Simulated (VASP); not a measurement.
A run of VASP 6.6.1:

Contents of INCAR:

```
  PREC = Accurate
  ENCUT = 600
  EDIFF = 1E-6
  ISMEAR = 0
  SIGMA = 0.1
  LREAL = F
  LASPH = T
  NELM = 120
  ALGO = Normal
  ISIF = 2
  LWAVE = F
  LCHARG = F
  GGA = PE
  IVDW = 12
  NBANDS = 16
  GGA_COMPAT = F
```

File KPOINTS:

```
regular mesh
0
Gamma
  27 27 10
```

File POSCAR:

```
C
1.0
    2.4649446253      0.0000000000      0.0000000000
   -1.2324723126      2.1347046644      0.0000000000
    0.0000000000      0.0000000000      6.7396608090
C
4
Direct
    0.0000000000      0.0000000000      0.7500000000
    0.0000000000      0.0000000000      0.2500000000
    0.3333333333      0.6666666667      0.7500000000
    0.6666666667      0.3333333333      0.2500000000
```

Potentials or basis: VASP PAW PBE potentials, release 64 (C).

Launch:

```bash
$ cat potpaw_PBE.64/C/POTCAR > POTCAR
$ mpirun -np 1 vasp_std > vasp.out
```

Hardware: 1 thread of Oxide Virtual Turin-like Processor (shared host).

Estimate the wall time of this run.

Wall time 2.9 min on 1 thread of Oxide Virtual Turin-like Processor, with other jobs on the host, peak memory 0.3 GiB. Counts: scf iterations 12, k points 450.
